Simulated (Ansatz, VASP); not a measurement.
As4S in VASP and in Ansatz

File INCAR:

```
  PREC = Accurate
  ENCUT = 600
  EDIFF = 1E-7
  ISMEAR = 0
  SIGMA = 0.1
  LREAL = False
  LASPH = True
  NELM = 100
  ALGO = Normal
  ISIF = 3
  LWAVE = False
  LCHARG = False
  GGA = PE
  IBRION = 2
  NSW = 100
  EDIFFG = -0.01
```

The input KPOINTS:

```
Automatic mesh
0
Gamma
  10 10 10
```

POSCAR

```
As4S
1.0
   -3.0495767700      3.0495767700      3.0495767700
    3.0495767700     -3.0495767700      3.0495767700
    3.0495767700      3.0495767700     -3.0495767700
As S
4 1
Direct
    0.5000000000      0.5000000000      0.5000000000
    0.5000000000      0.0000000000      0.0000000000
    0.0000000000      0.0000000000      0.5000000000
    0.0000000000      0.5000000000      0.0000000000
    0.0000000000      0.0000000000      0.0000000000
```

Input for Ansatz:

```yaml
crystal:
  lattice:
    - [-3.04957677, 3.04957677, 3.04957677]
    - [3.04957677, -3.04957677, 3.04957677]
    - [3.04957677, 3.04957677, -3.04957677]
  atoms:
    - { symbol: As, position: [0.5, 0.5, 0.5] }
    - { symbol: As, position: [0.5, 0.0, 0.0] }
    - { symbol: As, position: [0.0, 0.0, 0.5] }
    - { symbol: As, position: [0.0, 0.5, 0.0] }
    - { symbol: S, position: [0.0, 0.0, 0.0] }
basis:
  ecutwfc: 420
kpoints:
  mp_grid: { grid: [10, 10, 10] }
hamiltonian:
  xc: pbe
scf:
  occupations: { method: gaussian, width: 0.1 }
output:
  forces: true
  stress: true
  eigenvalues: true
relax:
  adjacent_minimum: "off"
  f_tol: 0.01
  max_steps: 80
  cell: { stress_tol: 0.05 }
```

Change from the starting cell: species swapped into the Hg4Pt type (Im-3m, No. 229).

Alike in both runs: task relaxation of cell and atoms; functional PBE; k mesh 10 × 10 × 10; occupations gaussian, width 0.1 eV; no spin polarisation.

|  | VASP | Ansatz |
| --- | --- | --- |
| version | VASP 6.6.1 | Ansatz 0.2.0 |
| potentials or method | VASP PAW PBE potentials, release 64 (As, S), cutoff 600 eV | scalar-relativistic, plane waves, PAW |
| valence electrons in the cell | 26 | 66 |

```csv
,VASP,Ansatz,Ansatz less VASP
"gap on the k mesh at the Fermi level, each at its own relaxed structure (eV)",none,none,-
relaxed volume (Å³/atom),21.61,21.60,-0.005
relaxed cell length with the largest relative difference (Å),5.197,5.196,-0.0004
```

A gap of «none» marks a metal or a gap that the smearing closes. VASP's potentials hold 26 valence electrons a cell and Ansatz's 66, so a difference there can come from the potentials and not from the codes.
